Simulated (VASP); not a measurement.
# KCl (P4/mmm) in VASP: further runs, part 2 of 2

VASP 6.6.1. The steps go on from the part before.

**3. Electric field gradients, PBEsol (zz strain of -1 %)**

INCAR reads:

```
  ALGO = Normal
  EDIFF = 1E-8
  ENCUT = 400
  GGA = PS
  GGA_COMPAT = False
  ISIF = 2
  ISMEAR = -1
  LASPH = True
  LCHARG = False
  LEFG = True
  LREAL = False
  LWAVE = False
  NBANDS = 15
  NELM = 120
  PREC = Accurate
  SIGMA = 0.02
```

KPOINTS reads:

```
k-points
0
Gamma
  7 7 7
```

POSCAR reads:

```
KCl
1.0
    3.6340000000      0.0000000000      0.0000000000
    0.0000000000      3.6340000000      0.0000000000
    0.0000000000      0.0000000000      3.5976600000
K Cl
1 1
Direct
    0.0000000000      0.0000000000      0.0000000000
    0.5000000000      0.5000000000      0.5000000000
```

Potentials or basis: VASP PAW PBE potentials, release 64 (K_sv, Cl).

Run with:

```sh
> cat potpaw_PBE.64/K_sv/POTCAR potpaw_PBE.64/Cl/POTCAR > POTCAR
> mpirun -np 1 vasp_std > vasp.out
```

OUTCAR:

```text
EDIFF = 1E-8
   ENCUT = 400
   GGA = PS
   ISIF = 2
   ISMEAR = -1
   LASPH = True
   LREAL = False
   NELM = 120
   PREC = Accurate

 ion  position               nearest neighbor table
   1  0.000  0.000  0.000-   2 3.14   2 3.14   2 3.14   2 3.14   2 3.14   2 3.14   2 3.14   2 3.14

   2  0.500  0.500  0.500-   1 3.14   1 3.14   1 3.14   1 3.14   1 3.14   1 3.14   1 3.14   1 3.14

  LATTYP: Found a simple tetragonal cell.
 ALAT       =     3.6340000000
 C/A-ratio  =     0.9900000000

  Lattice vectors:

 A1 = (   3.6340000000,   0.0000000000,   0.0000000000)
 A2 = (   0.0000000000,   3.6340000000,   0.0000000000)
 A3 = (   0.0000000000,   0.0000000000,   3.5976600000)

Analysis of symmetry for initial positions (statically):
=====================================================================
 Subroutine PRICEL returns:
 Original cell was already a primitive cell.

 Routine SETGRP: Setting up the symmetry group for a
 simple tetragonal supercell.

 Subroutine GETGRP returns: Found 16 space group operations
 (whereof 16 operations were pure point group operations)
 out of a pool of 16 trial point group operations.

The static configuration has the point symmetry D_4h.

Analysis of symmetry for dynamics (positions and initial velocities):
=====================================================================
 Subroutine PRICEL returns:
 Original cell was already a primitive cell.

 Routine SETGRP: Setting up the symmetry group for a
 simple tetragonal supercell.

 Subroutine GETGRP returns: Found 16 space group operations
 (whereof 16 operations were pure point group operations)
[... 578 lines left out ...]
      6      -1.7151      2.00000
      7      -1.0522      2.00000
      8      -0.1022      2.00000
      9       7.0077      0.00000
     10       7.7921      0.00000
     11       9.5202      0.00000
     12       9.9383      0.00000
     13      10.0727      0.00000
     14      11.3157      0.00000
     15      12.8531      0.00000

 [... further k-points ...]

------------------------ aborting loop because EDIFF is reached ----------------------------------------

  FORCE on cell =-STRESS in cart. coord.  units (eV):
  Direction    XX          YY          ZZ          XY          YZ          ZX
  --------------------------------------------------------------------------------------
  -------------------------------------------------------------------------------------
  Total        0.7603696      0.7603696      0.9138520      0.0000000      0.0000000      0.0000000
  in kB       25.6416139     25.6416139     30.8174341      0.0000000      0.0000000      0.0000000
  external PRESSURE =      27.3668873 kB  Pullay stress =       0.0000000 kB

 VOLUME and BASIS-vectors are now :
 -----------------------------------------------------------------------------
  energy-cutoff  :      400.00
  volume of cell :       47.51
      direct lattice vectors                 reciprocal lattice vectors
     3.634000000  0.000000000  0.000000000     0.275178866  0.000000000  0.000000000
     0.000000000  3.634000000  0.000000000     0.000000000  0.275178866  0.000000000
     0.000000000  0.000000000  3.597660000     0.000000000  0.000000000  0.277958451

 POSITION                                       TOTAL-FORCE (eV/Angst)
 -----------------------------------------------------------------------------------
      0.00000      0.00000      0.00000         0.000000      0.000000      0.000000
      1.81700      1.81700      1.79883         0.000000      0.000000      0.000000
 -----------------------------------------------------------------------------------
    total drift:                                0.000000      0.000000     -0.000000

  FREE ENERGIE OF THE ION-ELECTRON SYSTEM (eV)
  ---------------------------------------------------
  free  energy   TOTEN  =        -6.8771345647 eV

  energy  without entropy=       -6.8771345647  energy(sigma->0) =       -6.87713456

 Electric field gradients (V/A^2)
---------------------------------------------------------------------
 ion       V_xx      V_yy      V_zz      V_xy      V_xz      V_yz
---------------------------------------------------------------------
   1      -0.683    -0.683     1.367    -0.000     0.000    -0.000
   2       1.312     1.312    -2.623    -0.000     0.000     0.000
---------------------------------------------------------------------

 Electric field gradients after diagonalization (V/A^2)
 (convention: |V_zz| > |V_xx| > |V_yy|)
----------------------------------------------------------------------
 ion       V_xx      V_yy      V_zz     asymmetry (V_yy - V_xx)/ V_zz
----------------------------------------------------------------------
   1      -0.683    -0.683     1.367       0.000
   2       1.312     1.312    -2.623       0.000
----------------------------------------------------------------------

           NMR quadrupolar parameters

 Cq : quadrupolar parameter    Cq=e*Q*V_zz/h
 eta: asymmetry parameters     (V_yy - V_xx)/ V_zz
 Q  : nuclear electric quadrupole moment in mb (millibarn)
----------------------------------------------------------------------
 ion       Cq(MHz)       eta       Q (mb)
----------------------------------------------------------------------
   1       0.003       0.000       1.000
   2      -0.006       0.000       1.000
----------------------------------------------------------------------
```

stdout:

```text
POSCAR found type information on POSCAR K Cl
 POSCAR found :  2 types and       2 ions
 scaLAPACK will be used
 -----------------------------------------------------------------------------
|                                                                             |
|                                                                             |
|     You enforced a specific xc type in the INCAR file but a different       |
|     I HOPE YOU KNOW WHAT YOU ARE DOING!                                     |
|                                                                             |
 -----------------------------------------------------------------------------

 LDA part: xc-table for (Slater+PW92), standard interpolation
 POSCAR, INCAR and KPOINTS ok, starting setup
 FFT: planning ... GRIDC
 FFT: planning ... GRID_SOFT
 FFT: planning ... GRID
 WAVECAR not read
 entering main loop
ion   1

ion   2
```

Wall time 23 s (1 thread of Intel Xeon 8259CL, shared host); peak memory 0.14 GiB.

What came out:

| Item | Value |
| --- | --- |
| Free energy | -6.8771 eV |
| Pressure | 2.7 GPa |
| Band gap on the k mesh | 5.41 eV (least direct gap 5.61 eV) |
| Largest electric field gradient by atom | K +1.4; Cl -2.6 V/Å² |

Stress tensor (GPa, compression positive):
```
2.56 0.00 0.00
0.00 2.56 0.00
0.00 0.00 3.08
```

Electric field gradients, principal values (V/Å²):
```tsv
atom	least	middle	greatest (by size)
1 K	-0.683	-0.683	1.367
2 Cl	1.312	1.312	-2.623
```

Caveat: the cell differs from its parent crystal (zz strain of -1 %); without QUAD_EFG the Cq values of the log hold for a quadrupole moment of 1 mb, not for the nuclei; the PAW data sets were made with another functional, which shifts forces and pressure a little. A k mesh can miss the band edges.

**4. Electric field gradients, PBEsol (zz strain of +1 %)**

INCAR reads:

```
PREC     = Accurate       # precision mode
ENCUT    = 400            # plane-wave cutoff, eV
EDIFF    = 1E-8           # SCF threshold, eV
ISMEAR   = -1             # smearing method
SIGMA    = 0.02           # smearing width, eV
LREAL    = F              # projectors in reciprocal space
LASPH    = T              # aspherical terms in the spheres
NELM     = 120            # most SCF steps
ALGO     = Normal         # electronic algorithm
ISIF     = 2              # what is computed and relaxed
LWAVE    = F              # write WAVECAR
LCHARG   = F              # write CHGCAR
GGA      = PS             # functional
LEFG     = T            
NBANDS   = 15             # bands
GGA_COMPAT= F
```

KPOINTS reads:

```
Automatic mesh
0
Gamma
  7 7 7
```

Changes to POSCAR since step 3:

```diff
@@ -4,3 +4,3 @@
     0.0000000000      3.6340000000      0.0000000000
-    0.0000000000      0.0000000000      3.5976600000
+    0.0000000000      0.0000000000      3.6703400000
 K Cl
```

Potentials or basis: VASP PAW PBE potentials, release 64 (K_sv, Cl).

Run with:

```sh
> cat potpaw_PBE.64/K_sv/POTCAR potpaw_PBE.64/Cl/POTCAR > POTCAR
> mpirun -np 1 vasp_std > vasp.out
```

OUTCAR:

```text
PREC = Accurate
   ENCUT = 400
   EDIFF = 1E-8
   ISMEAR = -1
   LREAL = F
   LASPH = T
   NELM = 120
   ISIF = 2
   GGA = PS

 ion  position               nearest neighbor table
   1  0.000  0.000  0.000-   2 3.16   2 3.16   2 3.16   2 3.16   2 3.16   2 3.16   2 3.16   2 3.16

   2  0.500  0.500  0.500-   1 3.16   1 3.16   1 3.16   1 3.16   1 3.16   1 3.16   1 3.16   1 3.16

  LATTYP: Found a simple tetragonal cell.
 ALAT       =     3.6340000000
 C/A-ratio  =     1.0100000000

  Lattice vectors:

 A1 = (   3.6340000000,   0.0000000000,   0.0000000000)
 A2 = (   0.0000000000,   3.6340000000,   0.0000000000)
[... 645 lines left out ...]
  free  energy   TOTEN  =        -6.8917778854 eV

  energy  without entropy=       -6.8917778854  energy(sigma->0) =       -6.89177789

 Electric field gradients (V/A^2)
---------------------------------------------------------------------
 ion       V_xx      V_yy      V_zz      V_xy      V_xz      V_yz
---------------------------------------------------------------------
   1       0.662     0.662    -1.323    -0.000     0.000     0.000
   2      -1.280    -1.280     2.559    -0.000     0.000    -0.000
---------------------------------------------------------------------

 Electric field gradients after diagonalization (V/A^2)
 (convention: |V_zz| > |V_xx| > |V_yy|)
----------------------------------------------------------------------
 ion       V_xx      V_yy      V_zz     asymmetry (V_yy - V_xx)/ V_zz
----------------------------------------------------------------------
   1       0.662     0.662    -1.323       0.000
   2      -1.280    -1.280     2.559       0.000
----------------------------------------------------------------------

           NMR quadrupolar parameters

 Cq : quadrupolar parameter    Cq=e*Q*V_zz/h
 eta: asymmetry parameters     (V_yy - V_xx)/ V_zz
 Q  : nuclear electric quadrupole moment in mb (millibarn)
----------------------------------------------------------------------
 ion       Cq(MHz)       eta       Q (mb)
----------------------------------------------------------------------
   1      -0.003       0.000       1.000
   2       0.006       0.000       1.000
----------------------------------------------------------------------
```

OSZICAR:

```text
N       E                     dE             d eps       ncg     rms          rms(c)
DAV:   1     0.849335166803E+02    0.84934E+02   -0.63538E+03  1200   0.807E+02
DAV:   2    -0.288518469743E+01   -0.87819E+02   -0.83267E+02  1574   0.226E+02
DAV:   3    -0.699863907917E+01   -0.41135E+01   -0.40976E+01  1634   0.428E+01
DAV:   4    -0.713754435539E+01   -0.13891E+00   -0.13889E+00  1794   0.754E+00
DAV:   5    -0.713853221677E+01   -0.98786E-03   -0.98784E-03  1676   0.708E-01    0.357E+00
DAV:   6    -0.691931744509E+01    0.21921E+00   -0.21621E-01  1501   0.328E+00    0.301E+00
DAV:   7    -0.689093385076E+01    0.28384E-01   -0.70789E-02  1613   0.195E+00    0.172E+00
DAV:   8    -0.689169169258E+01   -0.75784E-03   -0.15242E-02  1655   0.948E-01    0.230E-01
DAV:   9    -0.689163341233E+01    0.58280E-04   -0.53891E-04  1573   0.157E-01    0.912E-02
DAV:  10    -0.689178054116E+01   -0.14713E-03   -0.19840E-04  1411   0.113E-01    0.303E-02
DAV:  11    -0.689177686157E+01    0.36796E-05   -0.14452E-05  1676   0.296E-02    0.109E-02
DAV:  12    -0.689177805861E+01   -0.11970E-05   -0.81430E-07  1329   0.712E-03    0.234E-03
DAV:  13    -0.689177792760E+01    0.13101E-06   -0.60844E-08  1648   0.186E-03    0.476E-04
DAV:  14    -0.689177786652E+01    0.61081E-07   -0.45857E-09  1223   0.596E-04    0.839E-05
DAV:  15    -0.689177788455E+01   -0.18034E-07   -0.99488E-10  1090   0.245E-04    0.933E-05
DAV:  16    -0.689177788542E+01   -0.86789E-09   -0.30753E-10   761   0.117E-04
   1 F= -.68917779E+01 E0= -.68917779E+01  d E =-.405089E-11
```

It took 29 s on 1 thread of Intel Xeon 8259CL, shared host; peak memory 0.14 GiB.

What came out:

```
Free energy                             : -6.8918 eV
Pressure                                : 2.1 GPa
Band gap on the k mesh                  : 5.32 eV (least direct gap 5.52 eV)
Largest electric field gradient by atom : K -1.3; Cl +2.6 V/Å²
```

Stress tensor (GPa, compression positive):
```
2.24 0.00 0.00
0.00 2.24 0.00
0.00 0.00 1.74
```

Electric field gradients, principal values (V/Å²):
```csv
atom,least,middle,greatest (by size)
1 K,0.662,0.662,-1.323
2 Cl,-1.280,-1.280,2.559
```

Caveat: the cell differs from its parent crystal (zz strain of +1 %); without QUAD_EFG the Cq values of the log hold for a quadrupole moment of 1 mb, not for the nuclei; the PAW data sets were made with another functional, which shifts forces and pressure a little. A k mesh can miss the band edges.
